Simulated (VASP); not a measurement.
# SiC (P6_3mc) in VASP: notebook

The runs below take SiC through single point, relaxation of cell and atoms, with PBE.

All numbers are computed with VASP 6.6.1; they aren't measurements. Logs are shortened: lines on timing, memory, paths and dates and some standing lists are left out, and cuts for length are marked.

### Step 1. The cell of the first run

It takes space group P6_3mc (No. 186, hexagonal). The conventional cell has a = 3.094 Å, b = 3.094 Å, c = 10.129 Å, α = 90.00°, β = 90.00°, γ = 120.00°. Within 2.5 Å of Si (site symmetry 3m) lie 4 C at 1.90 Å. Within 2.5 Å of Si (site symmetry 3m) lie 4 C at 1.89 to 1.90 Å. Within 2.5 Å of C (site symmetry 3m) lie 4 Si at 1.89 to 1.90 Å. Within 2.5 Å of C (site symmetry 3m) lie 4 Si at 1.90 Å.

### Step 2. Single point, PBE

Contents of INCAR:

```
ALGO     = Normal         # electronic algorithm
EDIFF    = 1E-6           # SCF threshold, eV
ENCUT    = 520            # plane-wave cutoff, eV
GGA      = PE             # functional
ISIF     = 2              # what is computed and relaxed
ISMEAR   = 0              # smearing method
LASPH    = T              # aspherical terms in the spheres
LCHARG   = F              # write CHGCAR
LREAL    = F              # projectors in reciprocal space
LWAVE    = F              # write WAVECAR
NBANDS   = 26             # bands
NELM     = 80             # most SCF steps
PREC     = Accurate       # precision mode
SIGMA    = 0.01           # smearing width, eV
```

Contents of KPOINTS:

```
k-points
0
Gamma
  12 12 3
```

Contents of POSCAR:

```
SiC
1.0
    3.0940987067      0.0000000000      0.0000000000
   -1.5470493533      2.6795680818      0.0000000000
    0.0000000000      0.0000000000     10.1292849493
Si C
4 4
Direct
    0.0000000000      0.0000000000     -0.0000949214
    0.3333333333      0.6666666667      0.2498497250
    0.6666666667      0.3333333333      0.4999050786
    0.3333333333      0.6666666667      0.7498497250
    0.0000000000      0.0000000000      0.1879423450
    0.3333333333      0.6666666667      0.4373028515
    0.6666666667      0.3333333333      0.6879423450
    0.3333333333      0.6666666667      0.9373028515
```

Potentials or basis: VASP PAW PBE potentials, release 64 (Si, C).

Run with:

```bash
$ cat potpaw_PBE.64/Si/POTCAR potpaw_PBE.64/C/POTCAR > POTCAR
$ mpirun -np 1 vasp_std > vasp.out
```

OUTCAR:

```text
EDIFF = 1E-6
   ENCUT = 520
   GGA = PE
   ISIF = 2
   ISMEAR = 0
   LASPH = T
   LREAL = F
   NELM = 80
   PREC = Accurate

 ion  position               nearest neighbor table
   1  0.000  0.000  1.000-   8 1.90   8 1.90   8 1.90   5 1.90   2 3.10   2 3.10   2 3.10   4 3.10
                             4 3.10   4 3.10
   2  0.333  0.667  0.250-   5 1.89   5 1.89   5 1.89   6 1.90   1 3.10   1 3.10   1 3.10   3 3.10
                             3 3.10   3 3.10
   3  0.667  0.333  0.500-   6 1.90   6 1.90   6 1.90   7 1.90   4 3.10   4 3.10   4 3.10   2 3.10
                             2 3.10   2 3.10
   4  0.333  0.667  0.750-   7 1.89   7 1.89   7 1.89   8 1.90   3 3.10   3 3.10   3 3.10   1 3.10
                             1 3.10   1 3.10
   5  0.000  0.000  0.188-   2 1.89   2 1.89   2 1.89   1 1.90
   6  0.333  0.667  0.437-   3 1.90   3 1.90   3 1.90   2 1.90
   7  0.667  0.333  0.688-   4 1.89   4 1.89   4 1.89   3 1.90
   8  0.333  0.667  0.937-   1 1.90   1 1.90   1 1.90   4 1.90

  LATTYP: Found a hexagonal cell.
 ALAT       =     3.0940987067
 C/A-ratio  =     3.2737433125

  Lattice vectors:

 A1 = (   3.0940987067,   0.0000000000,   0.0000000000)
 A2 = (  -1.5470493533,   2.6795680818,   0.0000000000)
 A3 = (   0.0000000000,   0.0000000000,  10.1292849493)

Analysis of symmetry for initial positions (statically):
=====================================================================
 Subroutine PRICEL returns:
 Original cell was already a primitive cell.

 Routine SETGRP: Setting up the symmetry group for a
 hexagonal supercell.

 Subroutine GETGRP returns: Found 12 space group operations
 (whereof  6 operations were pure point group operations)
 out of a pool of 24 trial point group operations.

The static configuration has the point symmetry C_3v.
 The point group associated with its full space group is C_6v.

Analysis of symmetry for dynamics (positions and initial velocities):
=====================================================================
 Subroutine PRICEL returns:
 Original cell was already a primitive cell.

 Routine SETGRP: Setting up the symmetry group for a
 hexagonal supercell.

 Subroutine GETGRP returns: Found 12 space group operations
 (whereof  6 operations were pure point group operations)
 out of a pool of 24 trial point group operations.

The dynamic configuration has the point symmetry C_3v.
 The point group associated with its full space group is C_6v.

 Subroutine INISYM returns: Found 12 space group operations
 (whereof  6 operations are pure point group operations),
 and found     1 'primitive' translations

----------------------------------------------------------------------------------------

                                     Primitive cell

  volume of cell :      83.9804

  direct lattice vectors                    reciprocal lattice vectors
     3.094098707  0.000000000  0.000000000     0.323195895  0.186597237  0.000000000
    -1.547049353  2.679568082  0.000000000     0.000000000  0.373194474  0.000000000
     0.000000000  0.000000000 10.129284949     0.000000000  0.000000000  0.098723652

  length of vectors
     3.094098707  3.094098707 10.129284949     0.373194474  0.373194474  0.098723652

  position of ions in fractional coordinates (direct lattice)
     0.000000000  0.000000000  0.999905079
     0.333333333  0.666666667  0.249849725
     0.666666667  0.333333333  0.499905079
     0.333333333  0.666666667  0.749849725
     0.000000000  0.000000000  0.187942345
     0.333333333  0.666666667  0.437302852
     0.666666667  0.333333333  0.687942345
     0.333333333  0.666666667  0.937302852

  ion indices of the primitive-cell ions
   primitive index   ion index
                 1           1
                 2           2
                 3           3
                 4           4
                 5           5
                 6           6
                 7           7
                 8           8

----------------------------------------------------------------------------------------

 KPOINTS: k-points

Automatic generation of k-mesh.
 Grid dimensions read from file:
 generate k-points for:   12   12    3

 Generating k-lattice:

  Cartesian coordinates                     Fractional coordinates (reciprocal lattice)
     0.026932991  0.015549770  0.000000000     0.083333333  0.000000000  0.000000000
     0.000000000  0.031099539  0.000000000     0.000000000  0.083333333  0.000000000
     0.000000000  0.000000000  0.032907884     0.000000000  0.000000000  0.333333333

  Length of vectors
     0.031099539  0.031099539  0.032907884

  Shift w.r.t. Gamma in fractional coordinates (k-lattice)
     0.000000000  0.000000000  0.000000000

 Subroutine IBZKPT returns following result:
 ===========================================

 Found     38 irreducible k-points:

 Following reciprocal coordinates:
            Coordinates               Weight
  0.000000  0.000000  0.000000      1.000000
  0.083333 -0.000000  0.000000      6.000000
  0.166667 -0.000000  0.000000      6.000000
  0.250000 -0.000000  0.000000      6.000000
  0.333333 -0.000000  0.000000      6.000000
  0.416667 -0.000000  0.000000      6.000000
[... 16 lines left out ...]
  0.250000 -0.000000  0.333333     12.000000
  0.333333 -0.000000  0.333333     12.000000
 [... further k-points ...]
   k-points           NKPTS =     38   k-points in BZ     NKDIM =     38   number of bands    NBANDS=     26
   number of dos      NEDOS =    301   number of ions     NIONS =      8
   total plane-waves  NPLWV =  46080
   dimension x,y,z NGX =    24 NGY =   24 NGZ =   80
   dimension x,y,z NGXF=    48 NGYF=   48 NGZF=  160
   ions per type =               4   4
   NGX,Y,Z   is equivalent  to a cutoff of  12.90, 12.90, 13.13 a.u.
   NGXF,Y,Z  is equivalent  to a cutoff of  25.79, 25.79, 26.26 a.u.
 SYSTEM =  unknown system
   PREC   = accura    normal or accurate (medium, high low for compatibility)
   ISTART =      0    job   : 0-new  1-cont  2-samecut
   ICHARG =      2    charge: 1-file 2-atom 10-const
   ISPIN  =      1    spin polarized calculation?
   LNONCOLLINEAR =      F non collinear calculations
   LSORBIT =      F    spin-orbit coupling
   LASPH  =      T    aspherical Exc in radial PAW
   ENCUT  =  520.0 eV  38.22 Ry    6.18 a.u.   5.75  5.75 18.83*2*pi/ulx,y,z
   NELM   =     80;   NELMIN=  2; NELMDL= -5     # of ELM steps
   EDIFF  = 0.1E-05   stopping-criterion for ELM
   LREAL  =      F    real-space projection
   EDIFFG = 0.1E-04   stopping-criterion for IOM
   NSW    =      0    number of steps for IOM
   IBRION =     -1    ionic relax: 0-MD 1-quasi-New 2-CG
   NFREE  =      0    steps in history (QN), initial steepest desc. (CG)
   ISIF   =      2    stress and relaxation
   ISYM   =      2    0-nonsym 1-usesym 2-fastsym
   POTIM  = 0.5000    time-step for ionic-motion
   TEBEG  =    0.0;   TEEND  =   0.0 temperature during run
   PSTRESS=    0.0 pullay stress
   NELECT =      32.0000    total number of electrons
   NUPDOWN=      -1.0000    fix difference up-down
   EMIN   =  10.00;   EMAX   =-10.00  energy-range for DOS
   EFERMI =   0.00;   METHOD = LEGACY
   ISMEAR =     0;   SIGMA  =   0.01  broadening in eV -4-tet -1-fermi 0-gaus
   EFERMI_NEDOS =   21; number of points for ismear=-14 and -15
   IALGO  =     38    algorithm
   IMIX   =      4    mixing-type and parameters
     AMIX     =   0.40;   BMIX     =  1.00
     AMIX_MAG =   1.60;   BMIX_MAG =  1.00
  volume/ion in A,a.u.               =      10.50        70.84
  Fermi-wavevector in a.u.,A,eV,Ry     =   1.186858  2.242837 19.165614  1.408633
  Thomas-Fermi vector in A             =   2.323022
   LORBIT       =      0    0 simple, 1 ext, 2 COOP (PROOUT), +10 PAW based schemes
   GGA     = PE    functional components
   LHFCALC =     F    Hartree Fock is set to
   AEXX    =    0.0000 exact exchange contribution
   IVDW    =     0    specifies the selected vdW correction
   LEPSILON=     F    determine dielectric tensor
   LRPA    =     F    only Hartree local field effects (RPA)
 non-spin polarized calculation
 Gauss-broadening in eV      SIGMA  =   0.01
  energy-cutoff  :      520.00
  volume of cell :       83.98
 maximum number of plane-waves:      2284
 NGX is ok and might be reduce to    24
   NGX = 11   NGY = 11   NGZ = 37

 number of electron      32.0000001 magnetization

 Free energy of the ion-electron system (eV)
  ---------------------------------------------------
  ext. energy  EPLUGINS =         0.00000000
  ---------------------------------------------------
  free energy    TOTEN  =       -60.24901481 eV

  energy without entropy =      -60.24901481  energy(sigma->0) =      -60.24901481

 E-fermi :   8.1147     XC(G=0): -11.2899

 val. band max:        8.0109847297   @ k =   0.0000   0.0000   0.0000
 cond. band min:      10.2338812937   @ k =   0.5000  -0.0000   0.0000
 fundamental gap:      2.2228965640
 Fermi energy:         8.1146664796

 k-point     1 :       0.0000    0.0000    0.0000
  band No.  band energies     occupation
      1      -7.3547      2.00000
      2      -6.1915      2.00000
      3      -6.1558      2.00000
      4      -3.8426      2.00000
      5      -0.5167      2.00000
      6       3.6585      2.00000
[... 18 lines left out ...]
     25      15.2998      0.00000
     26      15.9874      0.00000

 k-point     2 :       0.0833   -0.0000    0.0000
  band No.  band energies     occupation
      1      -7.2355      2.00000
      2      -6.0763      2.00000
      3      -6.0400      2.00000
      4      -3.7419      2.00000
      5      -0.4080      2.00000
      6       3.6943      2.00000
[... 18 lines left out ...]
     25      15.3648      0.00000
[... 608 lines left out ...]
     25      16.6748      0.00000
     26      16.6986      0.00000

 k-point    24 :       0.3333   -0.0000    0.3333
  band No.  band energies     occupation
      1      -5.3983      2.00000
      2      -5.0289      2.00000
      3      -3.6775      2.00000
      4      -2.9046      2.00000
      5       0.8467      2.00000
      6       1.2131      2.00000
[... 18 lines left out ...]
     25      16.4440      0.00000
     26      16.8422      0.00000

 [... further k-points ...]

------------------------ aborting loop because EDIFF is reached ----------------------------------------

  FORCE on cell =-STRESS in cart. coord.  units (eV):
  Direction    XX          YY          ZZ          XY          YZ          ZX
  --------------------------------------------------------------------------------------
  -------------------------------------------------------------------------------------
  Total       -0.0243608     -0.0243608     -0.0212787     -0.0000000      0.0000000      0.0000000
  in kB       -0.4647558     -0.4647558     -0.4059546     -0.0000000      0.0000000      0.0000000
  external PRESSURE =      -0.4451554 kB  Pullay stress =       0.0000000 kB

 VOLUME and BASIS-vectors are now :
 -----------------------------------------------------------------------------
  energy-cutoff  :      520.00
  volume of cell :       83.98
      direct lattice vectors                 reciprocal lattice vectors
     3.094098707  0.000000000  0.000000000     0.323195895  0.186597237  0.000000000
    -1.547049353  2.679568082  0.000000000     0.000000000  0.373194474  0.000000000
     0.000000000  0.000000000 10.129284949     0.000000000  0.000000000  0.098723652

 POSITION                                       TOTAL-FORCE (eV/Angst)
 -----------------------------------------------------------------------------------
      0.00000      0.00000     10.12832         0.000000     -0.000000     -0.000977
     -0.00000      1.78638      2.53080        -0.000000      0.000000      0.001462
      1.54705      0.89319      5.06368         0.000000      0.000000     -0.000977
     -0.00000      1.78638      7.59544         0.000000      0.000000      0.001462
      0.00000      0.00000      1.90372        -0.000000      0.000000      0.000077
     -0.00000      1.78638      4.42957        -0.000000     -0.000000     -0.000563
      1.54705      0.89319      6.96836         0.000000     -0.000000      0.000077
     -0.00000      1.78638      9.49421         0.000000      0.000000     -0.000563
 -----------------------------------------------------------------------------------
    total drift:                                0.000000     -0.000000      0.000964

  FREE ENERGIE OF THE ION-ELECTRON SYSTEM (eV)
  ---------------------------------------------------
  free  energy   TOTEN  =       -60.2490148149 eV

  energy  without entropy=      -60.2490148149  energy(sigma->0) =      -60.24901481
```

It took 1.9 min on 1 thread of Intel Xeon 8259CL, shared host; peak memory 0.22 GiB.

What came out:

* Free energy: -60.2490 eV
* Pressure: 0.0 GPa
* Band gap on the k mesh: 2.22 eV (least direct gap 3.34 eV)

Caveat: an odd mesh through Γ misses points on the zone boundary, where band edges can lie.

(Continued in part 2 of 2.)
